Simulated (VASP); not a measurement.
A run of VASP 6.6.1 is set up as follows.

The input POSCAR:

```
CsH
1.0
    3.2517600000      3.2517600000      0.0000000000
   -3.2517600000      3.2517600000      0.0000000000
    0.0000000000      0.0000000000      6.5035200000
Cs H
2 2
Direct
    0.0000000000      0.0000000000      0.0000000000
    0.5000000000      0.5000000000      0.5000000000
    0.5000000000      0.5000000000      0.0000000000
    0.0000000000      0.0000000000      0.5000000000
```

The input INCAR.step1:

```
  PREC = Accurate
  ENCUT = 520
  ISMEAR = 0
  SIGMA = 0.02
  LREAL = False
  LASPH = True
  NELM = 80
  NBANDS = 18
  GGA = PE
  ALGO = Normal
  EDIFF = 1E-4
  LWAVE = True
  LCHARG = False
```

Contents of INCAR.step2:

```
  PREC = Accurate
  ENCUT = 520
  EDIFF = 1E-6
  ISMEAR = 0
  SIGMA = 0.02
  LREAL = False
  LASPH = True
  NELM = 80
  ALGO = Normal
  ISIF = 2
  LWAVE = False
  LCHARG = True
  METAGGA = R2SCAN
  LMIXTAU = True
  LELF = True
  LVHAR = True
  NBANDS = 18
  ISTART = 1
```

The input KPOINTS:

```
Automatic mesh
0
Gamma
  6 6 4
```

Potentials or basis: VASP PAW PBE potentials, release 64 (Cs_sv, H).

Run with:

```bash
$ cat potpaw_PBE.64/Cs_sv/POTCAR potpaw_PBE.64/H/POTCAR > POTCAR
$ cp INCAR.step1 INCAR
$ mpirun -np 1 vasp_std > vasp.out
$ cp INCAR.step2 INCAR
$ mpirun -np 1 vasp_std > vasp.out
```

Question: Predict the pressure.

Answer: -0.5 GPa.

Question: Predict the band gap on the k mesh.

Answer: 2.72 eV.

Caveat: the cell differs from its parent crystal (equal strain along all axes, cell held: +2.0 %); the PAW data sets were made with another functional, which shifts forces and pressure a little; spin-orbit coupling is left out, which moves the levels of the heavy elements. A k mesh can miss the band edges.
